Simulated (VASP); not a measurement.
Runs of VASP 6.6.1 on Ge. The structure is that of space group P6_3/mmc (No. 194), or close to it. The cells are those of the table. This isn't the form of Ge at room conditions, which is diamond.

```csv
cell,gap on the mesh (eV),pressure (GPa),largest force (eV/Å)
"a = 4.116, b = 4.116, c = 6.603 Å, angles 90.0, 90.0, 120.0°, 4 atoms",none,(b),0.24
"a = 4.116, b = 4.116, c = 6.504 Å, angles 90.0, 90.0, 120.0°, 4 atoms",none,-2.5,0.40
"a = 4.056, b = 4.056, c = 6.801 Å, angles 90.0, 90.0, 120.0°, 4 atoms",none,-3.6,0.08
"a = 4.056, b = 4.056, c = 6.702 Å, angles 90.0, 90.0, 120.0°, 4 atoms",0.04,-2.8,0.01
"a = 4.056, b = 4.056, c = 6.603 Å, angles 90.0, 90.0, 120.0°, 4 atoms",none,-1.9,0.13
"a = 3.996, b = 3.996, c = 6.801 Å, angles 90.0, 90.0, 120.0°, 4 atoms",none,(a),0.20
```

Alike in all rows: task single point; level r2SCAN; potentials or basis VASP PAW PBE potentials, release 64 (Ge_d); no spin polarisation; k mesh 12 × 12 × 6; cutoff (eV) 520; smearing gaussian 0.03 eV.

Estimate the missing entries.

(a) -1.8; (b) -3.5.

Caveats: the PAW data sets were made with another functional, which shifts forces and pressure a little; semilocal functionals underestimate gaps, so a narrow gap can read as zero (at least some runs); the cell stands under tension (at least some runs).

A k mesh can miss the band edges, and the runs leave out spin-orbit coupling on Ge.

A gap of «none» marks levels without a gap at the run's occupations.
